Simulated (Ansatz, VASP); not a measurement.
**One calculation of WS2, two programs**

```xyz
3
Lattice="3.1258 0.0000 0.0000 -1.5629 2.7070 0.0000 0.0000 0.0000 30.0800" Properties=species:S:1:pos:R:3 pbc="T T T"
S     1.5629    0.9023    7.0096
S     1.5629    0.9023   10.1304
W     0.0000    1.8047    8.5700
```

Alike in both runs: functional LDA; k mesh 12 × 12 × 1; occupations gaussian, width 0.03 eV; no spin polarisation.

Ansatz relaxed the structure, and its values are those at the end. VASP's run is a single point on that final structure, the one shown.

|  | VASP | Ansatz |
| --- | --- | --- |
| version | VASP 6.6.1 | Ansatz 0.2.0 |
| potentials or method | VASP PAW LDA potentials, release 64 (S, W_sv), cutoff 400 eV | scalar-relativistic, plane waves, PAW |
| valence electrons in the cell | 26 | 26 |

Ansatz gave:

```
gap on the k mesh at the Fermi level (eV) : 1.99
least direct gap on the mesh (eV)         : 1.99
rms of the force components (eV/Å)        : 0.001
```

**Question.** Which values does VASP return?

**Answer.** gap on the k mesh at the Fermi level (eV): 2.00; least direct gap on the mesh (eV): 2.00; rms of the force components (eV/Å): 0.023.

Ansatz warns that its potentials were made for another functional, while VASP's fit it. LDA's correlation is that of Perdew and Zunger in VASP and of Perdew and Wang (1992) in Ansatz. Ansatz's warnings: slab cell height set, structure snapped to symmetry.

Spin-orbit coupling is off throughout.
